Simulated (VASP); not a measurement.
RbBr:

```
CELL_PARAMETERS angstrom
0.00000 3.46105 3.46105
3.46105 0.00000 3.46105
3.46105 3.46105 0.00000
ATOMIC_POSITIONS crystal
Rb 0.00000 0.00000 0.00000
Br 0.50000 0.50000 0.50000
```

Base run:

```yaml
Program: VASP 6.6.1
Functional: PBE
Potentials_or_basis: VASP PAW PBE potentials, release 64 (Rb_sv, Br)
Cutoff: 520 eV
k_mesh: 4 × 4 × 4
Occupations: gaussian, width 0.01 eV
Spin: no spin polarisation
```

Its results: band gap on the k mesh 4.29 eV, direct; pressure 0.6 GPa.

Q: After a change of settings the same cell gave: band gap on the k mesh 4.89 eV, direct; pressure 0.0 GPa. Which change was it?
A. functional from PBE to HSE06; further incar settings from ALGO = Normal; EDIFF = 1e-06; NBANDS = 15 to ALGO = Normal; EDIFF = 1e-07; NBANDS = 15
B. k mesh from 4 × 4 × 4 to 6 × 6 × 6; further incar settings from ALGO = Normal; EDIFF = 1e-06; NBANDS = 15 to ALGO = Normal; EDIFF = 1e-07; NBANDS = 15
C. functional from PBE to r2SCAN
D. functional from PBE to PBE0; further incar settings from ALGO = Normal; EDIFF = 1e-06; NBANDS = 15 to ALGO = Normal; EDIFF = 1e-07; NBANDS = 15

A: C.

r2SCAN gives the wider gap, since meta-GGAs in the generalised Kohn-Sham scheme recover part of the derivative discontinuity.

Caveats: the PAW data sets were made with another functional, which shifts forces and pressure a little (some runs).
